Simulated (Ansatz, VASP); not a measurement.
**Two plane-wave programs on Eu**

```
Eu
1.0
    -2.05443    2.05443    2.05443
     2.05443   -2.05443    2.05443
     2.05443    2.05443   -2.05443
Eu
1
Direct
  0.00000 0.00000 0.00000
```

Alike in both runs: task single point; functional LDA; k mesh 11 × 11 × 11; collinear spin.

```csv
,VASP,Ansatz
version,VASP 6.6.1,Ansatz 0.2.0
potentials or method,"VASP PAW PBE potentials, release 64 (Eu), cutoff 520 eV","plane waves (420 eV) with PAW, scalar-relativistic"
occupations,"methfessel-paxton of order 1, width 0.2 eV","cold, width 0.2 eV"
valence electrons in the cell,17,17
```

```csv
,VASP,Ansatz,Ansatz less VASP
pressure (GPa),-0.4,-0.4,+0.06
net moment per atom (μB),7.19,7.37,+0.178
size of the moment on the site where the two differ most (μB),6.67,7.04,+0.377
```

The net moments are unlike, so the other rows may belong to different states. VASP's potentials were made for PBE, not for LDA, and Ansatz warns of the same on its side. LDA's correlation is that of Perdew and Zunger in VASP and of Perdew and Wang (1992) in Ansatz. Site moments also hang on the region over which each program counts them. Ansatz's warnings: stability check not made.

Spin-orbit coupling is off throughout.
